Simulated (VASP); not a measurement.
# Mn (P6_3/mmc) in VASP: single point with PBE

Aim: the single point of Mn with PBE.

All numbers are computed with VASP 6.6.1; they aren't measurements. Logs are shortened: lines on timing, memory, paths and dates and some standing lists are left out, and cuts for length are marked.

## Step 1: The cell of the first run

It takes space group P6_3/mmc (No. 194, hexagonal). Conventional cell: a = 2.484 Å, b = 2.484 Å, c = 4.026 Å, α = 90.00°, β = 90.00°, γ = 120.00°. Mn (site symmetry -6m2) has 12 Mn at 2.47 to 2.48 Å within 3.3 Å.

## Step 2: Single point, PBE, collinear spin, ferromagnetic start

Input file INCAR:

```
PREC = Accurate
ENCUT = 520
EDIFF = 1E-6
ISMEAR = -1
SIGMA = 0.05
LREAL = False
LASPH = True
NELM = 150
ALGO = Normal
ISIF = 2
LWAVE = False
LCHARG = True
ISPIN = 2
MAGMOM = 1 1
LORBIT = 11
NUPDOWN = 2.0
LMAXMIX = 4
GGA = PE
LELF = True
LVHAR = True
NBANDS = 24
```

Input file KPOINTS:

```
regular mesh
0
Gamma
  15 15 8
```

Input file POSCAR:

```
Mn
1.0
    2.4836457705      0.0000000000      0.0000000000
   -1.2418228852      2.1509003313      0.0000000000
    0.0000000000      0.0000000000      4.0261950000
Mn
2
Direct
    0.6666666667      0.3333333333      0.7500000000
    0.3333333333      0.6666666667      0.2500000000
```

Potentials or basis: VASP PAW PBE potentials, release 64 (Mn_pv).

Run with:

```sh
$ cat potpaw_PBE.64/Mn_pv/POTCAR > POTCAR
$ mpirun -np 1 vasp_std > vasp.out
```

OUTCAR:

```text
PREC = Accurate
   ENCUT = 520
   EDIFF = 1E-6
   ISMEAR = -1
   LREAL = False
   LASPH = True
   NELM = 150
   ISIF = 2
   ISPIN = 2
   LORBIT = 11
   NUPDOWN = 2.0
   GGA = PE

 ion  position               nearest neighbor table
   1  0.667  0.333  0.750-   2 2.47   2 2.47   2 2.47   2 2.47   2 2.47   2 2.47
   2  0.333  0.667  0.250-   1 2.47   1 2.47   1 2.47   1 2.47   1 2.47   1 2.47

  LATTYP: Found a hexagonal cell.
 ALAT       =     2.4836457705
 C/A-ratio  =     1.6210826229

  Lattice vectors:

 A1 = (   2.4836457705,   0.0000000000,   0.0000000000)
 A2 = (  -1.2418228852,   2.1509003313,   0.0000000000)
 A3 = (   0.0000000000,   0.0000000000,   4.0261950000)

Analysis of symmetry for initial positions (statically):
=====================================================================
 Subroutine PRICEL returns:
 Original cell was already a primitive cell.

 Routine SETGRP: Setting up the symmetry group for a
 hexagonal supercell.

 Subroutine GETGRP returns: Found 24 space group operations
 (whereof 12 operations were pure point group operations)
 out of a pool of 24 trial point group operations.

The static configuration has the point symmetry D_3d.
 The point group associated with its full space group is D_6h.

Analysis of symmetry for dynamics (positions and initial velocities):
=====================================================================
 Subroutine PRICEL returns:
 Original cell was already a primitive cell.

 Routine SETGRP: Setting up the symmetry group for a
 hexagonal supercell.

 Subroutine GETGRP returns: Found 24 space group operations
 (whereof 12 operations were pure point group operations)
 out of a pool of 24 trial point group operations.

The dynamic configuration has the point symmetry D_3d.
 The point group associated with its full space group is D_6h.

Analysis of structural, dynamic, and magnetic symmetry:
=====================================================================
 Subroutine PRICEL returns:
 Original cell was already a primitive cell.

 Routine SETGRP: Setting up the symmetry group for a
 hexagonal supercell.

 Subroutine GETGRP returns: Found 24 space group operations
 (whereof 12 operations were pure point group operations)
 out of a pool of 24 trial point group operations.

The overall configuration has the point symmetry D_3d.
 The point group associated with its full space group is D_6h.

 Subroutine INISYM returns: Found 24 space group operations
 (whereof 12 operations are pure point group operations),
 and found     1 'primitive' translations

----------------------------------------------------------------------------------------

                                     Primitive cell

  volume of cell :      21.5082

  direct lattice vectors                    reciprocal lattice vectors
     2.483645770  0.000000000  0.000000000     0.402633907  0.232460795  0.000000000
    -1.241822885  2.150900331  0.000000000     0.000000000  0.464921589  0.000000000
     0.000000000  0.000000000  4.026195000     0.000000000  0.000000000  0.248373464

  length of vectors
     2.483645770  2.483645771  4.026195000     0.464921589  0.464921589  0.248373464

  position of ions in fractional coordinates (direct lattice)
     0.666666667  0.333333333  0.750000000
     0.333333333  0.666666667  0.250000000

  ion indices of the primitive-cell ions
   primitive index   ion index
                 1           1
                 2           2

----------------------------------------------------------------------------------------

 KPOINTS: regular mesh

Automatic generation of k-mesh.
 Grid dimensions read from file:
 generate k-points for:   15   15    8

 Generating k-lattice:

  Cartesian coordinates                     Fractional coordinates (reciprocal lattice)
     0.026842260  0.015497386  0.000000000     0.066666667  0.000000000  0.000000000
     0.000000000  0.030994773  0.000000000     0.000000000  0.066666667  0.000000000
     0.000000000  0.000000000  0.031046683     0.000000000  0.000000000  0.125000000

  Length of vectors
     0.030994773  0.030994773  0.031046683

  Shift w.r.t. Gamma in fractional coordinates (k-lattice)
     0.000000000  0.000000000  0.000000000

 Subroutine IBZKPT returns following result:
 ===========================================

 Found    135 irreducible k-points:

 Following reciprocal coordinates:
            Coordinates               Weight
  0.000000  0.000000  0.000000      1.000000
  0.066667  0.000000  0.000000      6.000000
  0.133333  0.000000  0.000000      6.000000
  0.200000  0.000000  0.000000      6.000000
  0.266667  0.000000  0.000000      6.000000
  0.333333  0.000000  0.000000      6.000000
[... 16 lines left out ...]
  0.333333  0.200000  0.000000     12.000000
  0.400000  0.200000  0.000000      6.000000
 [... further k-points ...]
   k-points           NKPTS =    135   k-points in BZ     NKDIM =    135   number of bands    NBANDS=     24
   number of dos      NEDOS =    301   number of ions     NIONS =      2
   total plane-waves  NPLWV =   9720
   dimension x,y,z NGX =    18 NGY =   18 NGZ =   30
   dimension x,y,z NGXF=    36 NGYF=   36 NGZF=   60
   ions per type =               2
   NGX,Y,Z   is equivalent  to a cutoff of  12.05, 12.05, 12.39 a.u.
   NGXF,Y,Z  is equivalent  to a cutoff of  24.10, 24.10, 24.77 a.u.
 SYSTEM =  unknown system
   PREC   = accura    normal or accurate (medium, high low for compatibility)
   ISTART =      0    job   : 0-new  1-cont  2-samecut
   ICHARG =      2    charge: 1-file 2-atom 10-const
   ISPIN  =      2    spin polarized calculation?
   LNONCOLLINEAR =      F non collinear calculations
   LSORBIT =      F    spin-orbit coupling
   LASPH  =      T    aspherical Exc in radial PAW
   ENCUT  =  520.0 eV  38.22 Ry    6.18 a.u.   4.62  4.62  7.49*2*pi/ulx,y,z
   NELM   =    150;   NELMIN=  2; NELMDL= -5     # of ELM steps
   EDIFF  = 0.1E-05   stopping-criterion for ELM
   LREAL  =      F    real-space projection
   EDIFFG = 0.1E-04   stopping-criterion for IOM
   NSW    =      0    number of steps for IOM
   IBRION =     -1    ionic relax: 0-MD 1-quasi-New 2-CG
   NFREE  =      0    steps in history (QN), initial steepest desc. (CG)
   ISIF   =      2    stress and relaxation
   ISYM   =      2    0-nonsym 1-usesym 2-fastsym
   POTIM  = 0.5000    time-step for ionic-motion
   TEBEG  =    0.0;   TEEND  =   0.0 temperature during run
   PSTRESS=    0.0 pullay stress
   NELECT =      26.0000    total number of electrons
   NUPDOWN=       2.0000    fix difference up-down
   EMIN   =  10.00;   EMAX   =-10.00  energy-range for DOS
   EFERMI =   0.00;   METHOD = LEGACY
   ISMEAR =    -1;   SIGMA  =   0.05  broadening in eV -4-tet -1-fermi 0-gaus
   EFERMI_NEDOS =   21; number of points for ismear=-14 and -15
   IALGO  =     38    algorithm
   IMIX   =      4    mixing-type and parameters
     AMIX     =   0.40;   BMIX     =  1.00
     AMIX_MAG =   1.60;   BMIX_MAG =  1.00
  volume/ion in A,a.u.               =      10.75        72.57
  Fermi-wavevector in a.u.,A,eV,Ry     =   1.743938  3.295565 41.379665  3.041320
  Thomas-Fermi vector in A             =   2.815914
   LORBIT       =     11    0 simple, 1 ext, 2 COOP (PROOUT), +10 PAW based schemes
   GGA     = PE    functional components
   LHFCALC =     F    Hartree Fock is set to
   AEXX    =    0.0000 exact exchange contribution
   IVDW    =     0    specifies the selected vdW correction
   LEPSILON=     F    determine dielectric tensor
   LRPA    =     F    only Hartree local field effects (RPA)
 spin polarized calculation
  energy-cutoff  :      520.00
  volume of cell :       21.51
 maximum number of plane-waves:       590
   NGX =  9   NGY =  9   NGZ = 15

 number of electron      26.0000029 magnetization       2.0000001

 Free energy of the ion-electron system (eV)
  ---------------------------------------------------
  ext. energy  EPLUGINS =         0.00000000
  ---------------------------------------------------
  free energy    TOTEN  =       -17.65190293 eV

  energy without entropy =      -17.62376638  energy(sigma->0) =      -17.63783465

 E-fermi :  10.3408     XC(G=0): -14.0018

 val. band max:       10.7936867237   @ k =   0.2667   0.2000   0.1250
 cond. band min:      10.3408791715   @ k =   0.1333   0.0000   0.0000
 fundamental gap:     -0.4528075522
 Fermi energy:        10.7965997619

 spin component 1

 k-point     1 :       0.0000    0.0000    0.0000
  band No.  band energies     occupation
      1     -38.2825      1.00000
      2     -37.6597      1.00000
      3     -37.6597      1.00000
      4     -37.5570      1.00000
      5     -37.5570      1.00000
      6     -37.5192      1.00000
[... 16 lines left out ...]
     23      36.5464      0.00000
     24      36.5465      0.00000

 k-point     2 :       0.0667    0.0000    0.0000
  band No.  band energies     occupation
      1     -38.2715      1.00000
      2     -37.6839      1.00000
      3     -37.6675      1.00000
      4     -37.5821      1.00000
      5     -37.5606      1.00000
      6     -37.5233      1.00000
[... 16 lines left out ...]
     23      34.8534      0.00000
     24      35.9203      0.00000

 k-point     3 :       0.1333    0.0000    0.0000
  band No.  band energies     occupation
      1     -38.2397      1.00000
      2     -37.7524      1.00000
      3     -37.6890      1.00000
      4     -37.6523      1.00000
      5     -37.5712      1.00000
      6     -37.5357      1.00000
[... 16 lines left out ...]
     23      34.4318      0.00000
     24      35.1382      0.00000
[... 514 lines left out ...]
 k-point    23 :       0.3333    0.2000    0.0000
  band No.  band energies     occupation
      1     -38.1483      1.00000
      2     -38.0466      1.00000
      3     -37.9188      1.00000
      4     -37.9074      1.00000
      5     -37.7682      1.00000
      6     -37.7163      1.00000
[... 16 lines left out ...]
     23      28.1021      0.00000
     24      28.9938      0.00000

 k-point    24 :       0.4000    0.2000    0.0000
  band No.  band energies     occupation
      1     -38.1656      1.00000
      2     -38.0443      1.00000
      3     -37.9305      1.00000
      4     -37.8908      1.00000
      5     -37.7776      1.00000
      6     -37.7386      1.00000
[... 16 lines left out ...]
     23      27.1677      0.00000
     24      28.8179      0.00000

 [... further k-points ...]

 spin component 2

 k-point     1 :       0.0000    0.0000    0.0000
  band No.  band energies     occupation
      1     -37.3041      1.00000
      2     -36.6171      1.00000
      3     -36.6171      1.00000
      4     -36.5189      1.00000
      5     -36.5123      1.00000
      6     -36.5123      1.00000
[... 16 lines left out ...]
     23      37.0455      0.00000
     24      37.0455      0.00000

 k-point     2 :       0.0667    0.0000    0.0000
  band No.  band energies     occupation
      1     -37.2928      1.00000
      2     -36.6420      1.00000
      3     -36.6251      1.00000
      4     -36.5382      1.00000
      5     -36.5231      1.00000
      6     -36.5160      1.00000
[... 16 lines left out ...]
     23      35.3215      0.00000
     24      36.2626      0.00000

 k-point     3 :       0.1333    0.0000    0.0000
  band No.  band energies     occupation
      1     -37.2600      1.00000
      2     -36.7128      1.00000
      3     -36.6472      1.00000
      4     -36.6107      1.00000
      5     -36.5358      1.00000
      6     -36.5268      1.00000
[... 16 lines left out ...]
     23      34.6199      0.00000
     24      35.3194      0.00000
[... 514 lines left out ...]
 k-point    23 :       0.3333    0.2000    0.0000
  band No.  band energies     occupation
      1     -37.1217      1.00000
      2     -37.0167      1.00000
      3     -36.9293      1.00000
      4     -36.8727      1.00000
      5     -36.7293      1.00000
      6     -36.7211      1.00000
[... 16 lines left out ...]
     23      28.5637      0.00000
     24      29.3735      0.00000

 k-point    24 :       0.4000    0.2000    0.0000
  band No.  band energies     occupation
      1     -37.1395      1.00000
      2     -37.0145      1.00000
      3     -36.9005      1.00000
      4     -36.8965      1.00000
      5     -36.7441      1.00000
      6     -36.7390      1.00000
[... 16 lines left out ...]
     23      27.6342      0.00000
     24      29.1869      0.00000

 [... further k-points ...]

------------------------ aborting loop because EDIFF is reached ----------------------------------------

  FORCE on cell =-STRESS in cart. coord.  units (eV):
  Direction    XX          YY          ZZ          XY          YZ          ZX
  --------------------------------------------------------------------------------------
  -------------------------------------------------------------------------------------
  Total        0.6327298      0.6327298      1.0920736      0.0000000     -0.0000000      0.0000000
  in kB       47.1328972     47.1328972     81.3500322      0.0000000     -0.0000000      0.0000000
  external PRESSURE =      58.5386089 kB  Pullay stress =       0.0000000 kB

 VOLUME and BASIS-vectors are now :
 -----------------------------------------------------------------------------
  energy-cutoff  :      520.00
  volume of cell :       21.51
      direct lattice vectors                 reciprocal lattice vectors
     2.483645770  0.000000000  0.000000000     0.402633907  0.232460795  0.000000000
    -1.241822885  2.150900331  0.000000000     0.000000000  0.464921589  0.000000000
     0.000000000  0.000000000  4.026195000     0.000000000  0.000000000  0.248373464

 POSITION                                       TOTAL-FORCE (eV/Angst)
 -----------------------------------------------------------------------------------
      1.24182      0.71697      3.01965         0.000000     -0.000000      0.000000
     -0.00000      1.43393      1.00655        -0.000000      0.000000      0.000000
 -----------------------------------------------------------------------------------
    total drift:                               -0.000000      0.000000     -0.000000

  FREE ENERGIE OF THE ION-ELECTRON SYSTEM (eV)
  ---------------------------------------------------
  free  energy   TOTEN  =       -17.6519029292 eV

  energy  without entropy=      -17.6237663760  energy(sigma->0) =      -17.63783465

 total charge

# of ion       s       p       d       tot
------------------------------------------
    1        0.427   6.398   5.162  11.987
    2        0.427   6.398   5.162  11.987
--------------------------------------------------
tot          0.854  12.796  10.323  23.973

 magnetization (x)

# of ion       s       p       d       tot
------------------------------------------
    1       -0.001   0.022   0.943   0.964
    2       -0.001   0.022   0.943   0.964
--------------------------------------------------
tot         -0.003   0.045   1.887   1.929
```

Run time: 62 s. Hardware: 1 thread of AMD EPYC 9R14 (Zen 4), shared host; peak memory 0.17 GiB.

Results:

| Property | Result |
| --- | --- |
| Free energy | -17.6519 eV |
| Pressure | 5.9 GPa |
| Net moment | 2.00 μB per cell |
| Site moments | Mn +0.96 μB |
| Valence electrons inside the program's atomic spheres | Mn 11.99 |

Stress tensor (GPa, compression positive):
```
4.71 0.00 0.00
0.00 4.71 0.00
0.00 0.00 8.14
```

Caveat: the total moment is fixed, so each spin has its own Fermi level.
